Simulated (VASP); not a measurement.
Input of a VASP 6.6.1 run:

File INCAR:

```
SYSTEM = Hf2H
PREC = Accurate
ENCUT = 520
EDIFF = 1E-6
ISMEAR = 0
SIGMA = 0.1
LREAL = .False.
LASPH = .True.
NELM = 80
ALGO = Normal
ISIF = 2
LWAVE = .False.
LCHARG = .True.
GGA = PE
LELF = .True.
LVHAR = .True.
NBANDS = 30
```

File KPOINTS:

```
regular mesh
0
Gamma
  12 12 4
  0 0 0
```

POSCAR

```
Hf2H
1.0
    3.2904481714      0.0000000000      0.0000000000
   -1.6452240857      2.8496117062      0.0000000000
    0.0000000000      0.0000000000     10.7221966333
Hf H
4 2
Direct
    0.0000000000      0.0000000000      0.0000000000
    0.0000000000      0.0000000000      0.5000000000
    0.3333333333      0.6666666667      0.7500000000
    0.6666666667      0.3333333333      0.2500000000
    0.3333333333      0.6666666667      0.2500000000
    0.6666666667      0.3333333333      0.7500000000
```

Potentials or basis: VASP PAW PBE potentials, release 64 (Hf_pv, H).

Run with:

```console
$ cat potpaw_PBE.64/Hf_pv/POTCAR potpaw_PBE.64/H/POTCAR > POTCAR
$ mpirun -np 1 vasp_std > vasp.out
```

Problem. What does it give for the pressure?

Solution. -0.4 GPa.

Problem. Estimate the band gap on the k mesh.

Solution. Zero (band 21 reaches 5.23 eV, above the bottom of band 22 at 3.77 eV).

Stress tensor (GPa, compression positive):
```
-0.47  0.00  0.00
 0.00 -0.47  0.00
 0.00  0.00 -0.37
```

Caveat: spin-orbit coupling is left out, which moves the levels of the heavy elements.
